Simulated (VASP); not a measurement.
Here is a VASP 6.6.1 calculation.

Contents of INCAR:

```
PREC = Accurate ; ENCUT = 520
EDIFF = 1E-7 ; ISMEAR = 0
SIGMA = 0.05 ; LREAL = False
LASPH = True ; NELM = 100
ALGO = Normal ; ISIF = 2
LWAVE = False ; LCHARG = True
GGA = PE ; LELF = True
LVHAR = True ; NBANDS = 16
```

Contents of KPOINTS:

```
regular mesh
0
Gamma
  10 10 10
```

POSCAR

```
GaN
1.0
    0.0000000000      2.2742384873      2.3424656419
    2.2742384873      0.0000000000      2.3424656419
    2.2742384873      2.2742384873      0.0000000000
Ga N
1 1
Direct
    0.0000000000      0.0000000000      0.0000000000
    0.7500000000      0.7500000000      0.7500000000
```

Potentials or basis: VASP PAW PBE potentials, release 64 (Ga_d, N).

The run is started by

```console
$ cat potpaw_PBE.64/Ga_d/POTCAR potpaw_PBE.64/N/POTCAR > POTCAR
$ mpirun -np 1 vasp_std > vasp.out
```

(1) Predict the pressure.

(2) Estimate the band gap on the k mesh.

## Answers

(1) -4.7 GPa.

(2) 1.31 eV, direct.

Caveat: the cell differs from its parent crystal (strain +0.0300 x Voigt [0, 0, 1, 0, 0, 0]).
